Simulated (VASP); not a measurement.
# Ba (Im-3m) in VASP: notebook

Aim: see how the results for Ba move with the level of theory and the settings. Levels: PBEsol, RPBE, PBEsol+D3(BJ). Tasks: single point.

Program: VASP 6.6.1. These are calculated values, not measurements. Logs are shortened: lines on timing, memory, paths and dates and some standing lists are left out, and cuts for length are marked.

### Step 1. The cell of the first run

It takes space group Im-3m (No. 229, cubic). Conventional cell: a = 5.013 Å, b = 5.013 Å, c = 5.013 Å, α = 90.00°, β = 90.00°, γ = 90.00°. Within 5.7 Å of Ba (site symmetry m-3m) lie 14 Ba at 4.34 to 5.01 Å.

### Step 2. Single point, PBEsol

Contents of INCAR:

```
ALGO = Fast
EDIFF = 1E-6
ENCUT = 520
GGA = PS
ISIF = 2
ISMEAR = 0
LASPH = T
LCHARG = F
LREAL = F
LWAVE = F
NBANDS = 11
NELM = 60
PREC = Accurate
SIGMA = 0.05
```

Contents of KPOINTS:

```
k-points
0
Gamma
  8 8 8
```

Contents of POSCAR:

```
Ba
1.0
   -2.5065000000      2.5065000000      2.5065000000
    2.5065000000     -2.5065000000      2.5065000000
    2.5065000000      2.5065000000     -2.5065000000
Ba
1
Direct
    0.0000000000      0.0000000000      0.0000000000
```

Potentials or basis: VASP PAW PBE potentials, release 64 (Ba_sv).

Command:

```
cat potpaw_PBE.64/Ba_sv/POTCAR > POTCAR
mpirun -np 1 vasp_std > vasp.out
```

OUTCAR:

```text
EDIFF = 1E-6
   ENCUT = 520
   GGA = PS
   ISIF = 2
   ISMEAR = 0
   LASPH = T
   LREAL = F
   NELM = 60
   PREC = Accurate

 ion  position               nearest neighbor table
   1  0.000  0.000  0.000-

  LATTYP: Found a body centered cubic cell.
 ALAT       =     5.0130000000

  Lattice vectors:

 A1 = (  -2.5065000000,   2.5065000000,   2.5065000000)
 A2 = (   2.5065000000,  -2.5065000000,   2.5065000000)
 A3 = (   2.5065000000,   2.5065000000,  -2.5065000000)

Analysis of symmetry for initial positions (statically):
=====================================================================
 Subroutine PRICEL returns:
 Original cell was already a primitive cell.

 Routine SETGRP: Setting up the symmetry group for a
 body centered cubic supercell.

 Subroutine GETGRP returns: Found 48 space group operations
 (whereof 48 operations were pure point group operations)
 out of a pool of 48 trial point group operations.

The static configuration has the point symmetry O_h .

Analysis of symmetry for dynamics (positions and initial velocities):
=====================================================================
 Subroutine PRICEL returns:
 Original cell was already a primitive cell.

 Routine SETGRP: Setting up the symmetry group for a
 body centered cubic supercell.

 Subroutine GETGRP returns: Found 48 space group operations
 (whereof 48 operations were pure point group operations)
 out of a pool of 48 trial point group operations.

The dynamic configuration has the point symmetry O_h .

 Subroutine INISYM returns: Found 48 space group operations
 (whereof 48 operations are pure point group operations),
 and found     1 'primitive' translations

----------------------------------------------------------------------------------------

                                     Primitive cell

  volume of cell :      62.9888

  direct lattice vectors                    reciprocal lattice vectors
    -2.506500000  2.506500000  2.506500000     0.000000000  0.199481348  0.199481348
     2.506500000 -2.506500000  2.506500000     0.199481348  0.000000000  0.199481348
     2.506500000  2.506500000 -2.506500000     0.199481348  0.199481348  0.000000000

  length of vectors
     4.341385349  4.341385349  4.341385349     0.282109228  0.282109228  0.282109228

  position of ions in fractional coordinates (direct lattice)
     0.000000000  0.000000000  0.000000000

  ion indices of the primitive-cell ions
   primitive index   ion index
                 1           1

----------------------------------------------------------------------------------------

 KPOINTS: k-points

Automatic generation of k-mesh.
 Grid dimensions read from file:
 generate k-points for:    8    8    8

 Generating k-lattice:

  Cartesian coordinates                     Fractional coordinates (reciprocal lattice)
     0.000000000  0.024935169  0.024935169     0.125000000  0.000000000  0.000000000
     0.024935169  0.000000000  0.024935169     0.000000000  0.125000000  0.000000000
     0.024935169  0.024935169  0.000000000     0.000000000  0.000000000  0.125000000

  Length of vectors
     0.035263654  0.035263654  0.035263654

  Shift w.r.t. Gamma in fractional coordinates (k-lattice)
     0.000000000  0.000000000  0.000000000

 Subroutine IBZKPT returns following result:
 ===========================================

 Found     29 irreducible k-points:

 Following reciprocal coordinates:
            Coordinates               Weight
  0.000000  0.000000  0.000000      1.000000
  0.125000  0.000000  0.000000     12.000000
  0.250000  0.000000  0.000000     12.000000
  0.375000  0.000000  0.000000     12.000000
  0.500000  0.000000  0.000000      6.000000
  0.125000  0.125000  0.000000     24.000000
[... 16 lines left out ...]
 -0.250000  0.250000  0.250000      6.000000
 -0.375000  0.375000  0.250000     24.000000
 [... further k-points ...]
   k-points           NKPTS =     29   k-points in BZ     NKDIM =     29   number of bands    NBANDS=     11
   number of dos      NEDOS =    301   number of ions     NIONS =      1
   total plane-waves  NPLWV =  32768
   dimension x,y,z NGX =    32 NGY =   32 NGZ =   32
   dimension x,y,z NGXF=    64 NGYF=   64 NGZF=   64
   ions per type =               1
   NGX,Y,Z   is equivalent  to a cutoff of  12.25, 12.25, 12.25 a.u.
   NGXF,Y,Z  is equivalent  to a cutoff of  24.51, 24.51, 24.51 a.u.
 SYSTEM =  unknown system
   PREC   = accura    normal or accurate (medium, high low for compatibility)
   ISTART =      0    job   : 0-new  1-cont  2-samecut
   ICHARG =      2    charge: 1-file 2-atom 10-const
   ISPIN  =      1    spin polarized calculation?
   LNONCOLLINEAR =      F non collinear calculations
   LSORBIT =      F    spin-orbit coupling
   LASPH  =      T    aspherical Exc in radial PAW
   ENCUT  =  520.0 eV  38.22 Ry    6.18 a.u.   8.07  8.07  8.07*2*pi/ulx,y,z
   NELM   =     60;   NELMIN=  2; NELMDL= -5     # of ELM steps
   EDIFF  = 0.1E-05   stopping-criterion for ELM
   LREAL  =      F    real-space projection
   EDIFFG = 0.1E-04   stopping-criterion for IOM
   NSW    =      0    number of steps for IOM
   IBRION =     -1    ionic relax: 0-MD 1-quasi-New 2-CG
   NFREE  =      0    steps in history (QN), initial steepest desc. (CG)
   ISIF   =      2    stress and relaxation
   ISYM   =      2    0-nonsym 1-usesym 2-fastsym
   POTIM  = 0.5000    time-step for ionic-motion
   TEBEG  =    0.0;   TEEND  =   0.0 temperature during run
   PSTRESS=    0.0 pullay stress
   NELECT =      10.0000    total number of electrons
   NUPDOWN=      -1.0000    fix difference up-down
   EMIN   =  10.00;   EMAX   =-10.00  energy-range for DOS
   EFERMI =   0.00;   METHOD = LEGACY
   ISMEAR =     0;   SIGMA  =   0.05  broadening in eV -4-tet -1-fermi 0-gaus
   EFERMI_NEDOS =   21; number of points for ismear=-14 and -15
   IALGO  =     68    algorithm
   IMIX   =      4    mixing-type and parameters
     AMIX     =   0.40;   BMIX     =  1.00
     AMIX_MAG =   1.60;   BMIX_MAG =  1.00
  volume/ion in A,a.u.               =      62.99       425.07
  Fermi-wavevector in a.u.,A,eV,Ry     =   0.886449  1.675146 10.691349  0.785792
  Thomas-Fermi vector in A             =   2.007617
   LORBIT       =      0    0 simple, 1 ext, 2 COOP (PROOUT), +10 PAW based schemes
   GGA     = PS    functional components
   LHFCALC =     F    Hartree Fock is set to
   AEXX    =    0.0000 exact exchange contribution
   IVDW    =     0    specifies the selected vdW correction
   LEPSILON=     F    determine dielectric tensor
   LRPA    =     F    only Hartree local field effects (RPA)
 non-spin polarized calculation
 RMM-DIIS sequential band-by-band and
 Gauss-broadening in eV      SIGMA  =   0.05
  energy-cutoff  :      520.00
  volume of cell :       62.99
 maximum number of plane-waves:      1724
   NGX = 17   NGY = 17   NGZ = 17

 number of electron      10.0000000 magnetization

 number of electron       9.9999999 magnetization

 Free energy of the ion-electron system (eV)
  ---------------------------------------------------
  ext. energy  EPLUGINS =         0.00000000
  ---------------------------------------------------
  free energy    TOTEN  =        -2.14518222 eV

  energy without entropy =       -2.14353710  energy(sigma->0) =       -2.14435966

 E-fermi :   1.4812     XC(G=0):  -7.5067

 val. band max:        1.4625472498   @ k =  -0.3750   0.5000   0.2500
 cond. band min:       1.6452137012   @ k =   0.2500   0.2500   0.1250
 fundamental gap:      0.1826664514
 Fermi energy:         1.4812325485

 k-point     1 :       0.0000    0.0000    0.0000
  band No.  band energies     occupation
      1     -27.3228      2.00000
      2     -12.2533      2.00000
      3     -12.2533      2.00000
      4     -12.2533      2.00000
      5      -1.2317      2.00000
      6       3.3486      0.00000
      7       3.3486      0.00000
      8       3.3486      0.00000
      9       4.7824      0.00000
     10       4.7824      0.00000
     11       8.4772      0.00000

 k-point     2 :       0.1250    0.0000    0.0000
  band No.  band energies     occupation
      1     -27.3165      2.00000
      2     -12.3262      2.00000
      3     -12.2758      2.00000
      4     -12.2537      2.00000
      5      -0.9437      2.00000
      6       3.1243      0.00000
      7       3.1987      0.00000
      8       3.6467      0.00000
      9       4.4934      0.00000
     10       4.7694      0.00000
     11       8.7840      0.00000

 k-point     3 :       0.2500    0.0000    0.0000
  band No.  band energies     occupation
      1     -27.3010      2.00000
      2     -12.4952      2.00000
      3     -12.3294      2.00000
      4     -12.2548      2.00000
      5      -0.2179      2.00000
      6       2.6870      0.00000
      7       2.6915      0.00000
      8       4.5068      0.00000
      9       4.5284      0.00000
     10       4.8389      0.00000
     11       8.8002      0.00000

 k-point     4 :       0.3750    0.0000    0.0000
  band No.  band energies     occupation
      1     -27.2855      2.00000
      2     -12.6552      2.00000
      3     -12.3818      2.00000
      4     -12.2559      2.00000
      5       0.4589      2.00000
      6       2.3386      0.00000
      7       2.5365      0.00000
      8       4.7605      0.00000
      9       5.0989      0.00000
     10       5.7942      0.00000
     11       7.7707      0.00000
[... 239 lines left out ...]
 k-point    22 :       0.2500    0.2500    0.2500
  band No.  band energies     occupation
      1     -27.2762      2.00000
      2     -12.4875      2.00000
      3     -12.4875      2.00000
      4     -12.4875      2.00000
      5       2.0542      0.00000
      6       2.0542      0.00000
      7       2.0542      0.00000
      8       5.2717      0.00000
      9       5.4276      0.00000
     10       5.4276      0.00000
     11       8.3384      0.00000

 k-point    23 :      -0.2500    0.2500    0.2500
  band No.  band energies     occupation
      1     -27.2820      2.00000
      2     -12.5043      2.00000
      3     -12.4118      2.00000
      4     -12.4118      2.00000
      5       0.6286      2.00000
      6       2.2949      0.00000
      7       3.3965      0.00000
      8       3.3965      0.00000
      9       4.4710      0.00000
     10       5.1607      0.00000
     11       8.5200      0.00000

 k-point    24 :      -0.3750    0.3750    0.2500
  band No.  band energies     occupation
      1     -27.2685      2.00000
      2     -12.6004      2.00000
      3     -12.4685      2.00000
      4     -12.4259      2.00000
      5       1.1871      2.00000
      6       1.7741      0.00000
      7       3.4013      0.00000
      8       3.6264      0.00000
      9       5.0719      0.00000
     10       5.4918      0.00000
     11       8.6724      0.00000

 [... further k-points ...]
[... 5 lines left out ...]
  --------------------------------------------------------------------------------------
  -------------------------------------------------------------------------------------
  Total       -0.2567501     -0.2567501     -0.2567501      0.0000000      0.0000000     -0.0000000
  in kB       -6.5306763     -6.5306763     -6.5306763      0.0000000      0.0000000     -0.0000000
  external PRESSURE =      -6.5306763 kB  Pullay stress =       0.0000000 kB

 VOLUME and BASIS-vectors are now :
 -----------------------------------------------------------------------------
  energy-cutoff  :      520.00
  volume of cell :       62.99
      direct lattice vectors                 reciprocal lattice vectors
    -2.506500000  2.506500000  2.506500000     0.000000000  0.199481348  0.199481348
     2.506500000 -2.506500000  2.506500000     0.199481348  0.000000000  0.199481348
     2.506500000  2.506500000 -2.506500000     0.199481348  0.199481348  0.000000000

 POSITION                                       TOTAL-FORCE (eV/Angst)
 -----------------------------------------------------------------------------------
      0.00000      0.00000      0.00000        -0.000000     -0.000000      0.000000
 -----------------------------------------------------------------------------------
    total drift:                               -0.000000      0.000000     -0.000000

  FREE ENERGIE OF THE ION-ELECTRON SYSTEM (eV)
  ---------------------------------------------------
  free  energy   TOTEN  =        -2.1451822173 eV

  energy  without entropy=       -2.1435370979  energy(sigma->0) =       -2.14435966
```

Run time: 30 s. Hardware: 1 thread of AMD EPYC 7R13 (Zen 3), shared host; peak memory 0.14 GiB.

What came out:

```yaml
Free_energy: -2.1452 eV
Pressure: -0.7 GPa
Band_gap_on_the_k_mesh: zero (band 5 reaches 2.05 eV, above the bottom of band 6 at 1.00 eV)
```

Caveat: the PAW data sets were made with another functional, which shifts forces and pressure a little; spin-orbit coupling is left out, which moves the levels of the heavy elements.

(Part 1 of 3 ends here.)
